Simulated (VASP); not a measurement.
# WS2 (P-3m1) in VASP: single point with r2SCAN

Aim: the single point of WS2 with r2SCAN.

Program: VASP 6.6.1. These are calculated values, not measurements. Logs are shortened: lines on timing, memory, paths and dates and some standing lists are left out, and cuts for length are marked.

**1. The cell of the first run**

The typed cell holds 6 atoms: a = 3.170 Å, b = 3.170 Å, c = 12.491 Å, α = 90.00°, β = 90.00°, γ = 120.00°.

**2. Single point, r2SCAN**

File POSCAR:

```
WS2
1.0
    3.1699334333      0.0000000000      0.0000000000
   -1.5849667167      2.7452428816      0.0000000000
    0.0000000000      0.0000000000     12.4913127957
W S
2 4
Direct
    0.3333333333      0.6666666667      0.7501134825
    0.6666666667      0.3333333333      0.2498865175
    0.3333333333      0.6666666667      0.1247807871
    0.6666666667      0.3333333333      0.6250080566
    0.3333333333      0.6666666667      0.3749919434
    0.6666666667      0.3333333333      0.8752192129
```

File INCAR.step1:

```
SYSTEM = WS2
  ALGO = Normal
  EDIFF = 1E-4
  ENCUT = 520
  GGA = PE
  ISMEAR = 0
  LASPH = .True.
  LCHARG = .False.
  LREAL = .False.
  LWAVE = .True.
  NBANDS = 35
  NELM = 60
  PREC = Accurate
  SIGMA = 0.01
```

File INCAR.step2:

```
SYSTEM = WS2
  ALGO = Normal
  EDIFF = 1E-7
  ENCUT = 520
  ISIF = 2
  ISMEAR = 0
  ISTART = 1
  LASPH = .True.
  LCHARG = .False.
  LMIXTAU = .True.
  LREAL = .False.
  LWAVE = .False.
  METAGGA = R2SCAN
  NBANDS = 35
  NELM = 60
  PREC = Accurate
  SIGMA = 0.01
```

File KPOINTS:

```
k-points
0
Gamma
  6 6 2
  0 0 0
```

Potentials or basis: VASP PAW PBE potentials, release 64 (W_sv, S).

Started as:

```
$ cat potpaw_PBE.64/W_sv/POTCAR potpaw_PBE.64/S/POTCAR > POTCAR
$ cp INCAR.step1 INCAR
$ mpirun -np 1 vasp_std > vasp.out
$ cp INCAR.step2 INCAR
$ mpirun -np 1 vasp_std > vasp.out
```

OUTCAR:

```text
SYSTEM = WS2
   EDIFF = 1E-7
   ENCUT = 520
   ISIF = 2
   ISMEAR = 0
   ISTART = 1
   LASPH = .True.
   LREAL = .False.
   METAGGA = R2SCAN
   NELM = 60
   PREC = Accurate

 ion  position               nearest neighbor table
   1  0.333  0.667  0.750-   4 2.41   4 2.41   4 2.41   6 2.41   6 2.41   6 2.41
   2  0.667  0.333  0.250-   5 2.41   5 2.41   5 2.41   3 2.41   3 2.41   3 2.41
   3  0.333  0.667  0.125-   2 2.41   2 2.41   2 2.41
   4  0.667  0.333  0.625-   1 2.41   1 2.41   1 2.41
   5  0.333  0.667  0.375-   2 2.41   2 2.41   2 2.41
   6  0.667  0.333  0.875-   1 2.41   1 2.41   1 2.41

  LATTYP: Found a hexagonal cell.
 ALAT       =     3.1699334333
 C/A-ratio  =     3.9405599703

  Lattice vectors:

 A1 = (   3.1699334333,   0.0000000000,   0.0000000000)
 A2 = (  -1.5849667167,   2.7452428816,   0.0000000000)
 A3 = (   0.0000000000,   0.0000000000,  12.4913127957)

Analysis of symmetry for initial positions (statically):
=====================================================================
 Subroutine PRICEL returns:
 Original cell was already a primitive cell.

 Routine SETGRP: Setting up the symmetry group for a
 hexagonal supercell.

 Subroutine GETGRP returns: Found 12 space group operations
 (whereof 12 operations were pure point group operations)
 out of a pool of 24 trial point group operations.

The static configuration has the point symmetry D_3d.

Analysis of symmetry for dynamics (positions and initial velocities):
=====================================================================
 Subroutine PRICEL returns:
 Original cell was already a primitive cell.

 Routine SETGRP: Setting up the symmetry group for a
 hexagonal supercell.

 Subroutine GETGRP returns: Found 12 space group operations
 (whereof 12 operations were pure point group operations)
 out of a pool of 24 trial point group operations.

The dynamic configuration has the point symmetry D_3d.

 Subroutine INISYM returns: Found 12 space group operations
 (whereof 12 operations are pure point group operations),
 and found     1 'primitive' translations

----------------------------------------------------------------------------------------

                                     Primitive cell

  volume of cell :     108.7024

  direct lattice vectors                    reciprocal lattice vectors
     3.169933433  0.000000000  0.000000000     0.315464038  0.182133247  0.000000000
    -1.584966717  2.745242882  0.000000000     0.000000000  0.364266494  0.000000000
     0.000000000  0.000000000 12.491312796     0.000000000  0.000000000  0.080055637

  length of vectors
     3.169933433  3.169933433 12.491312796     0.364266494  0.364266494  0.080055637

  position of ions in fractional coordinates (direct lattice)
     0.333333333  0.666666667  0.750113482
     0.666666667  0.333333333  0.249886518
     0.333333333  0.666666667  0.124780787
     0.666666667  0.333333333  0.625008057
     0.333333333  0.666666667  0.374991943
     0.666666667  0.333333333  0.875219213

  ion indices of the primitive-cell ions
   primitive index   ion index
                 1           1
                 2           2
                 3           3
                 4           4
                 5           5
                 6           6

----------------------------------------------------------------------------------------

 KPOINTS: k-points

Automatic generation of k-mesh.
 Grid dimensions read from file:
 generate k-points for:    6    6    2

 Generating k-lattice:

  Cartesian coordinates                     Fractional coordinates (reciprocal lattice)
     0.052577340  0.030355541  0.000000000     0.166666667 -0.000000000  0.000000000
     0.000000000  0.060711082  0.000000000     0.000000000  0.166666667  0.000000000
     0.000000000  0.000000000  0.040027818     0.000000000  0.000000000  0.500000000

  Length of vectors
     0.060711082  0.060711082  0.040027818

  Shift w.r.t. Gamma in fractional coordinates (k-lattice)
     0.000000000  0.000000000  0.000000000

 Subroutine IBZKPT returns following result:
 ===========================================

 Found     14 irreducible k-points:

 Following reciprocal coordinates:
            Coordinates               Weight
  0.000000  0.000000  0.000000      1.000000
  0.166667  0.000000  0.000000      6.000000
  0.333333 -0.000000  0.000000      6.000000
  0.500000  0.000000  0.000000      3.000000
  0.166667  0.166667  0.000000      6.000000
  0.333333  0.166667  0.000000     12.000000
  0.333333  0.333333  0.000000      2.000000
  0.000000  0.000000  0.500000      1.000000
  0.166667  0.000000  0.500000      6.000000
  0.333333 -0.000000  0.500000      6.000000
  0.500000  0.000000  0.500000      3.000000
  0.166667  0.166667  0.500000      6.000000
  0.333333  0.166667  0.500000     12.000000
  0.333333  0.333333  0.500000      2.000000
   k-points           NKPTS =     14   k-points in BZ     NKDIM =     14   number of bands    NBANDS=     35
   number of dos      NEDOS =    301   number of ions     NIONS =      6
   total plane-waves  NPLWV =  55296
   dimension x,y,z NGX =    24 NGY =   24 NGZ =   96
   dimension x,y,z NGXF=    48 NGYF=   48 NGZF=  192
   ions per type =               2   4
   NGX,Y,Z   is equivalent  to a cutoff of  12.59, 12.59, 12.78 a.u.
   NGXF,Y,Z  is equivalent  to a cutoff of  25.17, 25.17, 25.55 a.u.
 SYSTEM =  WS2
   PREC   = accura    normal or accurate (medium, high low for compatibility)
   ISTART =      1    job   : 0-new  1-cont  2-samecut
   ICHARG =      0    charge: 1-file 2-atom 10-const
   ISPIN  =      1    spin polarized calculation?
   LNONCOLLINEAR =      F non collinear calculations
   LSORBIT =      F    spin-orbit coupling
   LASPH  =      T    aspherical Exc in radial PAW
   ENCUT  =  520.0 eV  38.22 Ry    6.18 a.u.   5.89  5.89 23.23*2*pi/ulx,y,z
   NELM   =     60;   NELMIN=  2; NELMDL=  0     # of ELM steps
   EDIFF  = 0.1E-06   stopping-criterion for ELM
   LREAL  =      F    real-space projection
   EDIFFG = 0.1E-05   stopping-criterion for IOM
   NSW    =      0    number of steps for IOM
   IBRION =     -1    ionic relax: 0-MD 1-quasi-New 2-CG
   NFREE  =      0    steps in history (QN), initial steepest desc. (CG)
   ISIF   =      2    stress and relaxation
   ISYM   =      2    0-nonsym 1-usesym 2-fastsym
   POTIM  = 0.5000    time-step for ionic-motion
   TEBEG  =    0.0;   TEEND  =   0.0 temperature during run
   PSTRESS=    0.0 pullay stress
   NELECT =      52.0000    total number of electrons
   NUPDOWN=      -1.0000    fix difference up-down
   EMIN   =  10.00;   EMAX   =-10.00  energy-range for DOS
   EFERMI =   0.00;   METHOD = LEGACY
   ISMEAR =     0;   SIGMA  =   0.01  broadening in eV -4-tet -1-fermi 0-gaus
   EFERMI_NEDOS =   21; number of points for ismear=-14 and -15
   IALGO  =     38    algorithm
   IMIX   =      4    mixing-type and parameters
     AMIX     =   0.40;   BMIX     =  1.00
     AMIX_MAG =   1.60;   BMIX_MAG =  1.00
  volume/ion in A,a.u.               =      18.12       122.26
  Fermi-wavevector in a.u.,A,eV,Ry     =   1.280353  2.419516 22.304071  1.639303
  Thomas-Fermi vector in A             =   2.412785
   LORBIT       =      0    0 simple, 1 ext, 2 COOP (PROOUT), +10 PAW based schemes
   METAGGA = R2SCAN    functional components
   LHFCALC =     F    Hartree Fock is set to
   AEXX    =    0.0000 exact exchange contribution
   IVDW    =     0    specifies the selected vdW correction
   LEPSILON=     F    determine dielectric tensor
   LRPA    =     F    only Hartree local field effects (RPA)
 non-spin polarized calculation
 Gauss-broadening in eV      SIGMA  =   0.01
  energy-cutoff  :      520.00
  volume of cell :      108.70
 maximum number of plane-waves:      2944
 NGX is ok and might be reduce to    24
   NGX = 11   NGY = 11   NGZ = 47

 number of electron      52.0000003 magnetization

 Free energy of the ion-electron system (eV)
  ---------------------------------------------------
  ext. energy  EPLUGINS =         0.00000000
  ---------------------------------------------------
  free energy    TOTEN  =      -140.13693704 eV

  energy without entropy =     -140.13693704  energy(sigma->0) =     -140.13693704

 E-fermi :   7.3368     XC(G=0): -11.5204

 val. band max:        7.0659644236   @ k =   0.0000   0.0000   0.0000
 cond. band min:       8.2352613073   @ k =   0.1667   0.1667   0.0000
 fundamental gap:      1.1692968838
 Fermi energy:         7.3368151507

 k-point     1 :       0.0000    0.0000    0.0000
  band No.  band energies     occupation
      1     -69.5276      2.00000
      2     -69.5276      2.00000
      3     -33.1282      2.00000
      4     -33.1281      2.00000
      5     -32.9572      2.00000
      6     -32.9572      2.00000
[... 27 lines left out ...]
     34       9.7345      0.00000
     35      12.2779      0.00000

 k-point     2 :       0.1667    0.0000    0.0000
  band No.  band energies     occupation
      1     -69.5226      2.00000
      2     -69.5225      2.00000
      3     -33.1106      2.00000
      4     -33.1106      2.00000
      5     -33.0518      2.00000
      6     -33.0518      2.00000
[... 27 lines left out ...]
     34      10.3046      0.00000
     35      13.9257      0.00000

 k-point     3 :       0.3333   -0.0000    0.0000
  band No.  band energies     occupation
      1     -69.5124      2.00000
      2     -69.5124      2.00000
      3     -33.2368      2.00000
      4     -33.2368      2.00000
      5     -33.0753      2.00000
      6     -33.0753      2.00000
[... 27 lines left out ...]
     34      11.3198      0.00000
     35      13.3112      0.00000
[... 343 lines left out ...]
 k-point    13 :       0.3333    0.1667    0.5000
  band No.  band energies     occupation
      1     -69.5074      2.00000
      2     -69.5074      2.00000
      3     -33.2811      2.00000
      4     -33.2811      2.00000
      5     -33.0924      2.00000
      6     -33.0924      2.00000
[... 27 lines left out ...]
     34      11.6259      0.00000
     35      13.2894      0.00000

 k-point    14 :       0.3333    0.3333    0.5000
  band No.  band energies     occupation
      1     -69.5048      2.00000
      2     -69.5048      2.00000
      3     -33.2339      2.00000
      4     -33.2339      2.00000
      5     -33.1974      2.00000
      6     -33.1974      2.00000
[... 27 lines left out ...]
     34      12.2105      0.00000
     35      13.9205      0.00000

------------------------ aborting loop because EDIFF is reached ----------------------------------------

  FORCE on cell =-STRESS in cart. coord.  units (eV):
  Direction    XX          YY          ZZ          XY          YZ          ZX
  --------------------------------------------------------------------------------------
  -------------------------------------------------------------------------------------
  Total        1.0417068      1.0417068      0.8679597     -0.0000000      0.0000000     -0.0000000
  in kB       15.3538418     15.3538418     12.7929629     -0.0000000      0.0000000     -0.0000000
  external PRESSURE =      14.5002155 kB  Pullay stress =       0.0000000 kB

 VOLUME and BASIS-vectors are now :
 -----------------------------------------------------------------------------
  energy-cutoff  :      520.00
  volume of cell :      108.70
      direct lattice vectors                 reciprocal lattice vectors
     3.169933433  0.000000000  0.000000000     0.315464038  0.182133247  0.000000000
    -1.584966717  2.745242882  0.000000000     0.000000000  0.364266494  0.000000000
     0.000000000  0.000000000 12.491312796     0.000000000  0.000000000  0.080055637

 POSITION                                       TOTAL-FORCE (eV/Angst)
 -----------------------------------------------------------------------------------
     -0.00000      1.83016      9.36990         0.000000     -0.000000     -0.000478
      1.58497      0.91508      3.12141        -0.000000     -0.000000      0.000478
     -0.00000      1.83016      1.55868        -0.000000     -0.000000      0.025658
      1.58497      0.91508      7.80717        -0.000000      0.000000      0.023523
     -0.00000      1.83016      4.68414        -0.000000     -0.000000     -0.023523
      1.58497      0.91508     10.93264         0.000000     -0.000000     -0.025658
 -----------------------------------------------------------------------------------
    total drift:                                0.000000     -0.000000      0.000000

  FREE ENERGIE OF THE ION-ELECTRON SYSTEM (eV)
  ---------------------------------------------------
  free  energy   TOTEN  =      -140.1369370381 eV

  energy  without entropy=     -140.1369370381  energy(sigma->0) =     -140.13693704
```

Run time: 74 s. Hardware: 1 thread of Intel Xeon 6975P-C (Granite Rapids), shared host; peak memory 0.25 GiB.

Results:

| Quantity | Value |
| --- | --- |
| Free energy | -140.1369 eV |
| Pressure | 1.5 GPa |
| Largest force | 0.026 eV/Å |
| Band gap on the k mesh | 1.17 eV, indirect (least direct gap 1.90 eV) |

Forces on the atoms (eV/Å):
```
W    0.000  0.000  0.000
W    0.000  0.000  0.000
S    0.000  0.000  0.026
S    0.000  0.000  0.024
S    0.000  0.000 -0.024
S    0.000  0.000 -0.026
```

Stress tensor (GPa, compression positive):
```
1.54 0.00 0.00
0.00 1.54 0.00
0.00 0.00 1.28
```

Caveat: the PAW data sets were made with another functional, which shifts forces and pressure a little; spin-orbit coupling is left out, which moves the levels of the heavy elements. A k mesh can miss the band edges.
